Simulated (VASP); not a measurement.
# Bi2Te3 (Tellurobismuthite): single point with PBE

The system is Bi2Te3 (Tellurobismuthite).

```
Bi Te
1.0
     2.26239    1.30619   10.18936
    -2.26239    1.30619   10.18936
     0.00000   -2.61238   10.18936
Bi Te
2 3
Direct
  0.18800 0.18800 0.18800
  0.59800 0.59800 0.59800
  0.38900 0.38900 0.38900
  0.80000 0.80000 0.80000
  0.00000 0.00000 0.00000
```

```yaml
Program: VASP 6.6.1
Task: single point
Functional: PBE
Potentials_or_basis: VASP PAW PBE potentials, release 64 (Bi_d, Te)
Cutoff: 520 eV
k_mesh: 6 × 6 × 6
Occupations: fermi-dirac, width 0.05 eV
Spin: no spin polarisation
Dipole_correction: no
Further_INCAR_settings: ALGO = Normal; EDIFF = 1e-07; NBANDS = 32
```

```json
{"Pressure": "-1.6 GPa", "Largest force": "1.011 eV/Å", "Band gap on the k mesh": "zero (band 24 reaches 5.56 eV, above the bottom of band 25 at 5.46 eV)"}
```

Forces on the atoms (eV/Å):
```
Bi   0.000  0.000  0.512
Bi   0.000  0.000  0.513
Te   0.000  0.000  0.405
Te   0.000  0.000 -0.419
Te   0.000  0.000 -1.011
```

Stress tensor (GPa, compression positive):
```
-1.26  0.00  0.00
 0.00 -1.26  0.00
 0.00  0.00 -2.31
```

Levels at points of the mesh, in eV from the Fermi level:
| k point | band 20 | band 21 | band 22 | band 23 | band 24 | band 25 | band 26 | band 27 | band 28 | band 29 |
| --- | --- | --- | --- | --- | --- | --- | --- | --- | --- | --- |
| (0.00, 0.00, 0.00) | -1.91 | -1.91 | -0.46 | -0.33 | -0.33 | -0.09 | 0.36 | 0.36 | 2.05 | 2.05 |
| (0.50, 0.00, 0.00) | -2.97 | -2.91 | -1.93 | -0.21 | -0.20 | -0.08 | 0.51 | 2.32 | 2.76 | 3.23 |
| (0.50, 0.50, 0.00) | -2.66 | -2.12 | -1.64 | -0.89 | -0.40 | 0.41 | 1.16 | 1.65 | 2.40 | 2.49 |
| (0.50, 0.50, 0.50) | -1.88 | -1.72 | -0.88 | -0.55 | -0.55 | 0.42 | 0.87 | 0.87 | 1.63 | 1.63 |

Wall time 11 min on 1 thread of AMD EPYC 9R45 96-Core Processor (Zen 5), with other jobs on the host, peak memory 0.94 GiB.

Caveat: spin-orbit coupling is left out, which moves the levels of the heavy elements; forces of over 1 eV/Å act on the atoms, so gaps and moduli don't describe the material at rest.
